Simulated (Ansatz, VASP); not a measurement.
## MgO in VASP and in Ansatz

Contents of POSCAR:

```
MgO
1.0
   -0.0943766280      2.2789092612      2.2789092612
    2.2789092612     -0.0943766280      2.2789092612
    2.2789092612      2.2789092612     -0.0943766280
Mg O
1 1
Direct
   -0.0035052988     -0.0035052988     -0.0035052988
    0.2535052988      0.2535052988      0.2535052988
```

File INCAR.step1:

```
  PREC = Accurate
  ENCUT = 520
  EDIFF = 1E-5
  ISMEAR = 0
  SIGMA = 0.01
  LREAL = F
  LASPH = T
  NELM = 120
  ALGO = Normal
  ISIF = 2
  LWAVE = T
  LCHARG = F
  GGA = PE
  NBANDS = 11
  GGA_COMPAT = F
```

INCAR.step2

```
  PREC = Accurate
  ENCUT = 520
  EDIFF = 1E-6
  ISMEAR = 0
  SIGMA = 0.01
  LREAL = F
  LASPH = T
  NELM = 120
  ALGO = Normal
  ISIF = 2
  LWAVE = F
  LCHARG = F
  GGA = PE
  LHFCALC = T
  HFSCREEN = 0.2079
  PRECFOCK = Normal
  ISTART = 1
  NBANDS = 11
  GGA_COMPAT = F
```

The input KPOINTS:

```
regular mesh
0
Gamma
  6 6 6
```

Input for Ansatz:

```yaml
crystal:
  lattice:
    - [-0.094376628, 2.2789092612, 2.2789092612]
    - [2.2789092612, -0.094376628, 2.2789092612]
    - [2.2789092612, 2.2789092612, -0.094376628]
  atoms:
    - { symbol: Mg, position: [-0.0035052988, -0.0035052988, -0.0035052988] }
    - { symbol: O, position: [0.2535052988, 0.2535052988, 0.2535052988] }
kpoints:
  mp_grid: { grid: [6, 6, 6] }
  band_path:
    path:
      - [0.0, 0.0, 0.0]
      - [-0.5, -0.5, 0.0]
      - [-0.375, -0.375, 0.25]
      - [-0.375, 0.0, 0.375]
      - [0.0, 0.0, 0.5]
      - [-0.5, -0.25, 0.25]
    npoints: 1
hamiltonian:
  xc: hse06
scf:
  occupations: { method: fixed }
  n_extra_bands: 4
output:
  forces: true
  stress: true
  eigenvalues: true
  write_density: true
  write_potential: true
  elf: true
  volumetric_format: npy
```

Change from the starting cell: epitaxial_111 strain +4.0%.

Alike in both runs: task single point; functional HSE06; k mesh 6 × 6 × 6; no spin polarisation.

|  | VASP | Ansatz |
| --- | --- | --- |
| version | VASP 6.6.1 | Ansatz 0.2.0 |
| potentials or method | VASP PAW PBE potentials, release 64 (Mg, O) | plane waves, PAW |
| plane-wave cutoff (eV) | 520 | 420 |
| occupations | gaussian, width 0.01 eV | fixed |
| valence electrons in the cell | 8 | 16 |

Ansatz gave:

* gap on the k mesh at the Fermi level (eV): 4.70
* pressure (GPa): -6.4
* traceless stress, the component that is largest in VASP (GPa): 3.20
* rms of the force components (eV/Å): 0.006

Problem. Which values does VASP return?

Solution. gap on the k mesh at the Fermi level (eV): 4.66; pressure (GPa): -6.6; traceless stress, the component that is largest in VASP (GPa): 3.24; rms of the force components (eV/Å): 0.003.

Atom by atom the forces differ by 0.002 eV/Å (rms over components). VASP's potentials hold 8 valence electrons a cell and Ansatz's 16, so a difference there can come from the potentials and not from the codes. Ansatz's warnings: stress exchange threshold loose, stress scf threshold loose.
